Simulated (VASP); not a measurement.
Set up this calculation in VASP 6.6.1, as the native input.

- Task: relaxation of cell and atoms
- Functional: LDA
- Potentials or basis: VASP PAW LDA potentials, release 64 (In_d, As)
- Cutoff: 600 eV
- k mesh: 16 × 16 × 16
- Occupations: fermi-dirac, width 0.15 eV
- Spin: no spin polarisation
- Dipole correction: no
- Further INCAR settings: ALGO = Normal; EDIFF = 1e-06; IBRION = 2; EDIFFG = -0.001; NSW = 80; ISIF = 3

The structure of InAs lies in POSCAR:

```
InAs
1.0
    0.0000000000      3.0129274315      3.0129274315
    3.0129274315      0.0000000000      3.0129274315
    3.0129274315      3.0129274315      0.0000000000
In As
1 1
Direct
    0.2500000000      0.2500000000      0.2500000000
    0.0000000000      0.0000000000      0.0000000000
```

One way to write it, as run:

INCAR

```
SYSTEM = InAs
PREC = Accurate
ENCUT = 600
EDIFF = 1E-6
ISMEAR = -1
SIGMA = 0.15
LREAL = .False.
LASPH = .True.
NELM = 100
ALGO = Normal
ISIF = 3
LWAVE = .False.
LCHARG = .False.
GGA = CA
IBRION = 2
NSW = 80
EDIFFG = -0.001
```

KPOINTS

```
Automatic mesh
0
Gamma
  16 16 16
  0 0 0
```

Potentials or basis: VASP PAW LDA potentials, release 64 (In_d, As).

Launch:

```console
$ cat potpaw_LDA.64/In_d/POTCAR potpaw_LDA.64/As/POTCAR > POTCAR
$ mpirun -np 1 vasp_std > vasp.out
```

It gave:

| Quantity | Value |
| --- | --- |
| Relaxed volume | 27.44 Å³/atom |
| Relaxed cell | a = 4.265 Å, b = 4.265 Å, c = 4.265 Å, α = 60.00°, β = 60.00°, γ = 60.00° |
| Space group after relaxing (to 0.1 Å) | F-43m (No. 216) |
| Energy gained by relaxing | 0.1 meV/atom |
| Ionic steps | 8 |
| Pressure after relaxing | 0.0 GPa |
| Band gap on the k mesh | zero (filled and empty bands touch) |

Caveat: semilocal functionals underestimate gaps, and a narrow one can read as zero; spin-orbit coupling is left out, which moves the levels of the heavy elements.

Run time: 9.5 min on 1 thread of AMD EPYC 7R13, with other jobs on the host, peak memory 0.27 GiB.
